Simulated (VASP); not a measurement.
Write the native input for VASP 6.6.1 that does the following.

```yaml
Task: single point
Functional: r2SCAN
Potentials_or_basis: VASP PAW PBE potentials, release 64 (Sb)
Cutoff: 520 eV
k_mesh: 16 × 16 × 16
Occupations: gaussian, width 0.1 eV
Spin: no spin polarisation
Dipole_correction: no
Further_INCAR_settings: ALGO = Normal; EDIFF = 1e-07; NBANDS = 8
```

Crystal: Sb.

```xyz
1
Lattice="2.7373 0.0000 0.0000 0.0000 2.7373 0.0000 0.0000 0.0000 2.7373" Properties=species:S:1:pos:R:3 pbc="T T T"
Sb    0.0000    0.0000    0.0000
```

This isn't the form of Sb at room conditions, which is rhombohedral.

The input as run:

POSCAR

```
Sb
1.0
    2.7373031391      0.0000000000      0.0000000000
    0.0000000000      2.7373031391      0.0000000000
    0.0000000000      0.0000000000      2.7373031391
Sb
1
Direct
    0.0000000000      0.0000000000      0.0000000000
```

INCAR.step1

```
SYSTEM = Sb
  PREC = Accurate
  ENCUT = 520
  ISMEAR = 0
  SIGMA = 0.1
  LREAL = .FALSE.
  LASPH = .TRUE.
  NELM = 80
  NBANDS = 8
  GGA = PE
  ALGO = Normal
  EDIFF = 1E-4
  LWAVE = .TRUE.
  LCHARG = .FALSE.
```

INCAR.step2

```
SYSTEM = Sb
  PREC = Accurate
  ENCUT = 520
  EDIFF = 1E-7
  ISMEAR = 0
  SIGMA = 0.1
  LREAL = .FALSE.
  LASPH = .TRUE.
  NELM = 80
  ALGO = Normal
  ISIF = 2
  LWAVE = .FALSE.
  LCHARG = .TRUE.
  METAGGA = R2SCAN
  LMIXTAU = .TRUE.
  LELF = .TRUE.
  LVHAR = .TRUE.
  NBANDS = 8
  ISTART = 1
```

KPOINTS

```
Automatic mesh
0
G
  16 16 16
  0 0 0
```

Potentials or basis: VASP PAW PBE potentials, release 64 (Sb).

Launch:

```sh
$ cat potpaw_PBE.64/Sb/POTCAR > POTCAR
$ cp INCAR.step1 INCAR
$ mpirun -np 1 vasp_std > vasp.out
$ cp INCAR.step2 INCAR
$ mpirun -np 1 vasp_std > vasp.out
```

Results of the run:

```yaml
Pressure: 51.3 GPa
Band_gap_on_the_k_mesh: zero (an odd number of electrons rules out a gap without spin polarisation)
```

Caveat: the cell stands under pressure; the PAW data sets were made with another functional, which shifts forces and pressure a little; spin-orbit coupling is left out, which moves the levels of the heavy elements.

Run time: 44 s on 1 thread of Intel(R) Xeon(R) Platinum 8375C CPU @ 2.90GHz (Ice Lake), with other jobs on the host, peak memory 0.14 GiB.
